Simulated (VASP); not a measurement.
**La3B2: relaxation of cell and atoms with PBE**

La3B2:

```xyz
5
Lattice="4.7594 0.0000 0.0000 0.0000 4.7594 0.0000 0.0000 0.0000 4.7594" Properties=species:S:1:pos:R:3 pbc="T T T"
La    0.0000    2.3797    2.3797
La    2.3797    0.0000    2.3797
La    2.3797    2.3797    0.0000
B     2.3797    2.3797    2.3797
B     0.0000    0.0000    0.0000
```

* Program: VASP 6.6.1
* Task: relaxation of cell and atoms
* Functional: PBE
* Potentials or basis: VASP PAW PBE potentials, release 64 (La, B)
* Cutoff: 600 eV
* k mesh: 4 × 4 × 4
* Occupations: gaussian, width 0.1 eV
* Spin: no spin polarisation
* Dipole correction: no
* Further INCAR settings: ALGO = Normal; EDIFF = 1e-07; IBRION = 2; EDIFFG = -0.04; NSW = 90; ISIF = 3

```json
{
 "Relaxed volume": "27.37 Å³/atom",
 "Relaxed cell": "a = 5.153 Å, b = 5.153 Å, c = 5.153 Å, α = 90.00°, β = 90.00°, γ = 90.00°",
 "Space group after relaxing (to 0.05 Å)": "Pm-3m (No. 221)",
 "Energy gained by relaxing": "261.7 meV/atom",
 "Ionic steps": "3",
 "Pressure after relaxing": "0.1 GPa"
}
```

The path:
```tsv
step	energy change (eV)	largest force (eV/Å)	pressure (GPa)	volume (Å³)
1	0.0000	0.0000	16.80	107.81
2	-1.2094	0.0000	-3.01	147.09
3	-1.3087	0.0000	0.07	136.85
```

Final structure:
```yaml
crystal:
  lattice:
    - [5.15329, 0.00000, 0.00000]
    - [0.00000, 5.15329, 0.00000]
    - [0.00000, 0.00000, 5.15329]
  atoms:
    - { symbol: La, position: [0.00000, 0.50000, 0.50000] }
    - { symbol: La, position: [0.50000, 0.00000, 0.50000] }
    - { symbol: La, position: [0.50000, 0.50000, 0.00000] }
    - { symbol: B, position: [0.50000, 0.50000, 0.50000] }
    - { symbol: B, position: [0.00000, 0.00000, 0.00000] }
```

Levels at points of the mesh, in eV from the Fermi level:
```csv
k point,band 17,band 18,band 19,band 20,band 21,band 22
"(0.00, 0.00, 0.00)",-0.49,-0.34,-0.34,0.74,0.74,0.74
"(0.50, 0.00, 0.00)",-0.34,-0.34,-0.21,0.35,0.35,1.06
"(0.50, 0.50, 0.00)",-0.80,-0.71,-0.71,-0.23,1.34,1.34
"(0.50, 0.50, 0.50)",-2.66,0.32,0.32,0.32,1.80,1.80
```

It took 2 min on 1 thread of Intel(R) Xeon(R) 6975P-C (Granite Rapids), with other jobs on the host, peak memory 0.26 GiB.

Caveat: the volume moved by over 15 % at a fixed basis, so the end points are rough; spin-orbit coupling is left out, which moves the levels of the heavy elements.
